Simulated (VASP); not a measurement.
Input of a VASP 6.6.1 run:

INCAR

```
ALGO = Normal
EDIFF = 1E-6
ENCUT = 520
GGA = PE
ISIF = 2
ISMEAR = 0
LASPH = T
LCHARG = F
LREAL = F
LWAVE = F
NBANDS = 26
NELM = 60
PREC = Accurate
SIGMA = 0.1
```

File KPOINTS:

```
k-points
0
Gamma
  10 10 4
```

The input POSCAR:

```
Te2As
1.0
    4.2496303902      0.0000000000      0.0000000000
    0.0000000000      4.2496303902      0.0000000000
    0.0000000000      0.0000000000      9.8210135015
Te As
4 2
Direct
    0.5000000000      0.0000000000      0.6426349997
    0.0000000000      0.5000000000      0.3573650003
    0.5000000000      0.0000000000      0.0321973260
    0.0000000000      0.5000000000      0.9678026740
    0.5000000000      0.0000000000      0.3633000883
    0.0000000000      0.5000000000      0.6366999117
```

Potentials or basis: VASP PAW PBE potentials, release 64 (Te, As).

The run is started by

```console
$ cat potpaw_PBE.64/Te/POTCAR potpaw_PBE.64/As/POTCAR > POTCAR
$ mpirun -np 1 vasp_std > vasp.out
```

(1) Estimate the band gap on the k mesh.

(2) Predict the pressure.

(3) Predict the largest force.

Answers

(1) zero (bands 17 and 18 overlap by 2.97 eV).

(2) 0.0 GPa.

(3) 0.014 eV/Å.

Caveat: spin-orbit coupling is left out, which moves the levels of the heavy elements.
